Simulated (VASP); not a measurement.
# Hf (I4/mmm) in VASP: further runs, part 2 of 2

VASP 6.6.1.

## 3. Single point, PBE (equal xx and yy strain of -1 %)

Input file INCAR:

```
SYSTEM = Hf
PREC = Accurate
ENCUT = 520
EDIFF = 1E-6
ISMEAR = -1
SIGMA = 0.03
LREAL = .False.
LASPH = .True.
NELM = 60
ALGO = Normal
ISIF = 2
LWAVE = .False.
LCHARG = .False.
GGA = PE
NBANDS = 11
```

Input file KPOINTS:

```
regular mesh
0
Gamma
  13 13 13
  0 0 0
```

Input file POSCAR:

```
Hf
1.0
    0.0000000000      2.1978000000      2.2200000000
    2.1978000000      0.0000000000      2.2200000000
    2.1978000000      2.1978000000      0.0000000000
Hf
1
Direct
    0.0000000000      0.0000000000      0.0000000000
```

Potentials or basis: VASP PAW PBE potentials, release 64 (Hf_pv).

The run is started by

```
> cat potpaw_PBE.64/Hf_pv/POTCAR > POTCAR
> mpirun -np 1 vasp_std > vasp.out
```

OUTCAR:

```text
SYSTEM = Hf
   PREC = Accurate
   ENCUT = 520
   EDIFF = 1E-6
   ISMEAR = -1
   LREAL = .False.
   LASPH = .True.
   NELM = 60
   ISIF = 2
   GGA = PE

 ion  position               nearest neighbor table
   1  0.000  0.000  0.000-

  LATTYP: Found a body centered tetragonal cell.
 ALAT       =     3.1081585674
 C/A-ratio  =     1.4284985479

  Lattice vectors:

 A1 = (  -2.1978000000,   0.0000000000,   2.2200000000)
 A2 = (   2.1978000000,   0.0000000000,   2.2200000000)
 A3 = (   0.0000000000,   2.1978000000,  -2.2200000000)

Analysis of symmetry for initial positions (statically):
=====================================================================
 Subroutine PRICEL returns:
 Original cell was already a primitive cell.

 Routine SETGRP: Setting up the symmetry group for a
 body centered tetragonal supercell.

 Subroutine GETGRP returns: Found 16 space group operations
 (whereof 16 operations were pure point group operations)
 out of a pool of 16 trial point group operations.

The static configuration has the point symmetry D_4h.

Analysis of symmetry for dynamics (positions and initial velocities):
=====================================================================
 Subroutine PRICEL returns:
 Original cell was already a primitive cell.

 Routine SETGRP: Setting up the symmetry group for a
 body centered tetragonal supercell.

 Subroutine GETGRP returns: Found 16 space group operations
 (whereof 16 operations were pure point group operations)
 out of a pool of 16 trial point group operations.

The dynamic configuration has the point symmetry D_4h.

 Subroutine INISYM returns: Found 16 space group operations
 (whereof 16 operations are pure point group operations),
 and found     1 'primitive' translations

----------------------------------------------------------------------------------------

                                     Primitive cell

  volume of cell :      21.4466

[... 106 lines left out ...]
     AMIX_MAG =   1.60;   BMIX_MAG =  1.00
  volume/ion in A,a.u.               =      21.45       144.73
  Fermi-wavevector in a.u.,A,eV,Ry     =   1.269468  2.398947 21.926452  1.611549
  Thomas-Fermi vector in A             =   2.402508
   LORBIT       =      0    0 simple, 1 ext, 2 COOP (PROOUT), +10 PAW based schemes
   GGA     = PE    functional components
   LHFCALC =     F    Hartree Fock is set to
   AEXX    =    0.0000 exact exchange contribution
   IVDW    =     0    specifies the selected vdW correction
   LEPSILON=     F    determine dielectric tensor
   LRPA    =     F    only Hartree local field effects (RPA)
 non-spin polarized calculation
  energy-cutoff  :      520.00
  volume of cell :       21.45
 maximum number of plane-waves:       588
   NGX = 11   NGY = 11   NGZ = 11

 number of electron      10.0000001 magnetization

 Free energy of the ion-electron system (eV)
  ---------------------------------------------------
  ext. energy  EPLUGINS =         0.00000000
  ---------------------------------------------------
  free energy    TOTEN  =        -9.83941400 eV

  energy without entropy =       -9.83510278  energy(sigma->0) =       -9.83725839

 E-fermi :   5.0248     XC(G=0): -11.4794

 val. band max:        5.0215613473   @ k =   0.3077   0.0000   0.0000
 cond. band min:       5.0255122237   @ k =  -0.1538  -0.0000   0.1538
 fundamental gap:      0.0039508765
 Fermi energy:         5.0248401871

 k-point     1 :       0.0000    0.0000    0.0000
  band No.  band energies     occupation
      1     -24.8225      2.00000
      2     -24.8225      2.00000
      3     -24.8219      2.00000
      4      -2.3154      2.00000
      5       6.3786      0.00000
      6       6.4995      0.00000
      7       6.4995      0.00000
      8       9.3138      0.00000
      9       9.4918      0.00000
     10      16.4951      0.00000
     11      18.2515      0.00000
[... 309 lines left out ...]
 k-point    24 :       0.4615    0.1538    0.0000
  band No.  band energies     occupation
      1     -25.6373      2.00000
      2     -25.0554      2.00000
      3     -24.9878      2.00000
      4       1.7993      2.00000
      5       4.5754      2.00000
      6       5.6561      0.00000
      7       7.1259      0.00000
      8      11.3207      0.00000
      9      11.7090      0.00000
     10      15.0465      0.00000
     11      18.1876      0.00000

 [... further k-points ...]
[... 5 lines left out ...]
  --------------------------------------------------------------------------------------
  -------------------------------------------------------------------------------------
  Total        0.7147662      0.7147662      0.6671875      0.0000000      0.0000000     -0.0000000
  in kB       53.3968038     53.3968038     49.8424257      0.0000000      0.0000000     -0.0000000
  external PRESSURE =      52.2120111 kB  Pullay stress =       0.0000000 kB

 VOLUME and BASIS-vectors are now :
 -----------------------------------------------------------------------------
  energy-cutoff  :      520.00
  volume of cell :       21.45
      direct lattice vectors                 reciprocal lattice vectors
     0.000000000  2.197800000  2.220000000    -0.227500228  0.227500228  0.225225225
     2.197800000  0.000000000  2.220000000     0.227500228 -0.227500228  0.225225225
     2.197800000  2.197800000  0.000000000     0.227500228  0.227500228 -0.225225225

 POSITION                                       TOTAL-FORCE (eV/Angst)
 -----------------------------------------------------------------------------------
      0.00000      0.00000      0.00000         0.000000      0.000000      0.000000
 -----------------------------------------------------------------------------------
    total drift:                               -0.000000     -0.000000     -0.000000

  FREE ENERGIE OF THE ION-ELECTRON SYSTEM (eV)
  ---------------------------------------------------
  free  energy   TOTEN  =        -9.8394139972 eV

  energy  without entropy=       -9.8351027843  energy(sigma->0) =       -9.83725839
```

Wall time 39 s (1 thread of Intel Xeon 8259CL, shared host); peak memory 0.17 GiB.

What came out:

```yaml
Free_energy: -9.8394 eV
Pressure: 5.2 GPa
Band_gap_on_the_k_mesh: zero (band 5 reaches 6.38 eV, above the bottom of band 6 at 4.42 eV)
```

Caveat: the cell differs from its parent crystal (equal xx and yy strain of -1 %); spin-orbit coupling is left out, which moves the levels of the heavy elements.

## 4. Single point, PBE (zz strain of -1 %)

Input file INCAR:

```
PREC     = Accurate       # precision mode
ENCUT    = 520            # plane-wave cutoff, eV
EDIFF    = 1E-7           # SCF threshold, eV
ISMEAR   = -1             # smearing method
SIGMA    = 0.03           # smearing width, eV
LREAL    = False          # projectors in reciprocal space
LASPH    = True           # aspherical terms in the spheres
NELM     = 100            # most SCF steps
ALGO     = Normal         # electronic algorithm
ISIF     = 2              # what is computed and relaxed
LWAVE    = False          # write WAVECAR
LCHARG   = False          # write CHGCAR
GGA      = PE             # functional
NBANDS   = 11             # bands
```

Input file KPOINTS:

```
regular mesh
0
Gamma
  13 13 13
```

Input file POSCAR:

```
Hf
1.0
    0.0000000000      2.2200000000      2.1978000000
    2.2200000000      0.0000000000      2.1978000000
    2.2200000000      2.2200000000      0.0000000000
Hf
1
Direct
    0.0000000000      0.0000000000      0.0000000000
```

The run is started by

```
> cat potpaw_PBE.64/Hf_pv/POTCAR > POTCAR
> mpirun -np 1 vasp_std > vasp.out
```

Run time: 38 s. Hardware: 1 thread of Intel Xeon 8259CL, shared host; peak memory 0.18 GiB.

Results (log left out):

* Free energy: -9.8457 eV
* Pressure: 4.0 GPa
* Band gap on the k mesh: zero (band 5 reaches 6.34 eV, above the bottom of band 6 at 4.37 eV)

Stress tensor (GPa, compression positive):
```
3.95 0.00 0.00
0.00 3.95 0.00
0.00 0.00 4.11
```

Levels at points of the mesh, in eV from the Fermi level:
| k point | band 2 | band 3 | band 4 | band 5 | band 6 | band 7 | band 8 | band 9 |
| --- | --- | --- | --- | --- | --- | --- | --- | --- |
| (0.00, 0.00, 0.00) | -29.88 | -29.88 | -7.30 | 1.39 | 1.39 | 1.51 | 4.25 | 4.42 |

Caveat: the cell differs from its parent crystal (zz strain of -1 %); spin-orbit coupling is left out, which moves the levels of the heavy elements.

## 5. The runs side by side

```tsv
cell	gap on the mesh (eV)	pressure (GPa)
a = 3.108, b = 3.108, c = 3.140 Å, angles 59.7, 59.7, 60.7°, 1 atom	none	5.2
a = 3.124, b = 3.124, c = 3.108 Å, angles 60.2, 60.2, 59.7°, 1 atom	none	5.2
a = 3.124, b = 3.124, c = 3.140 Å, angles 59.8, 59.8, 60.3°, 1 atom	none	4.0
```

Alike in all rows: task single point; level PBE; potentials or basis VASP PAW PBE potentials, release 64 (Hf_pv); no spin polarisation; k mesh 13 × 13 × 13; cutoff (eV) 520; smearing fermi-dirac 0.03 eV.

Caveats: spin-orbit coupling is left out, which moves the levels of the heavy elements.

Total energies depend on the potentials used, so only differences within one code and one set of settings carry meaning.
